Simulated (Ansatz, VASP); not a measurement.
Ti in VASP and in Ansatz

```
Ti
1.0
    -1.60495    1.60495    1.44446
     1.60495   -1.60495    1.44446
     1.60495    1.60495   -1.44446
Ti
1
Direct
  0.00000 0.00000 0.00000
```

Change from the starting cell: engineering shear strain xy +0.0000, normal strain along z -0.1000.

Alike in both runs: task single point; functional PBEsol; k mesh 20 × 20 × 20; occupations gaussian, width 0.15 eV; no spin polarisation.

```csv
,VASP,Ansatz
version,VASP 6.6.1,Ansatz 0.2.0
potentials or method,"VASP PAW PBE potentials, release 64 (Ti_sv), cutoff 520 eV","scalar-relativistic, plane waves, PAW"
valence electrons in the cell,12,12
```

Ansatz gave:

| Quantity | Value |
| --- | --- |
| gap on the k mesh at the Fermi level (eV) | none |
| pressure (GPa) | 14.3 |
| traceless stress, the component that is largest in VASP (GPa) | -1.79 |

Question: What did VASP give for the same quantities?

Answer: gap on the k mesh at the Fermi level (eV): none; pressure (GPa): 13.9; traceless stress, the component that is largest in VASP (GPa): -1.86.

VASP's potentials were made for PBE, not for PBEsol, and Ansatz warns of the same on its side. A gap of «none» marks a metal or a gap that the smearing closes. The functional is the same, so the differences come from potentials, cutoffs and numerics.
